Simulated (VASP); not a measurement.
A run of VASP 6.6.1 is set up as follows.

INCAR

```
SYSTEM = BN
ALGO = Normal ; EDIFF = 1E-6
ENCUT = 520 ; GGA = PE
ISIF = 2 ; ISMEAR = 0
LASPH = .TRUE. ; LCHARG = .FALSE.
LREAL = .FALSE. ; LWAVE = .FALSE.
NBANDS = 26 ; NELM = 80
PREC = Accurate ; SIGMA = 0.05
```

Contents of KPOINTS:

```
k-points
0
G
  6 6 6
  0 0 0
```

The input POSCAR:

```
BN
1.0
    3.6260020000      0.0000000000      0.0000000000
    0.0000000000     -3.6260020000      0.0000000000
    0.0000000000      0.0000000000     -3.6260020000
B N
4 4
Direct
    0.0000000000      0.5000000000      0.5000000000
    0.5000000000      0.0000000000      0.5000000000
    0.5000000000      0.5000000000      0.0000000000
    0.0000000000      0.0000000000      0.0000000000
    0.7500000000      0.7500000000      0.7293160622
    0.2500000000      0.2500000000      0.7500000000
    0.2500000000      0.7500000000      0.2500000000
    0.7500000000      0.2500000000      0.2500000000
```

Potentials or basis: VASP PAW PBE potentials, release 64 (B, N).

The run is started by

```bash
$ cat potpaw_PBE.64/B/POTCAR potpaw_PBE.64/N/POTCAR > POTCAR
$ mpirun -np 1 vasp_std > vasp.out
```

Question: What does it give for the largest force?

Answer: 2.616 eV/Å.

Question: Estimate the band gap on the k mesh.

Answer: 4.26 eV.

Forces on the atoms (eV/Å):
```
B    0.171  0.171  0.484
B   -0.171 -0.171  0.484
B    0.090 -0.090  0.399
B   -0.090  0.090  0.399
N    0.000  0.000 -2.616
N    0.000  0.000 -0.182
N    0.000  0.000  0.517
N    0.000  0.000  0.517
```

Caveat: the cell differs from its parent crystal (atom 5 (N) moved +0.075 Å along Cartesian [0 0 1]); forces of over 1 eV/Å act on the atoms, so gaps and moduli don't describe the material at rest. A k mesh can miss the band edges.
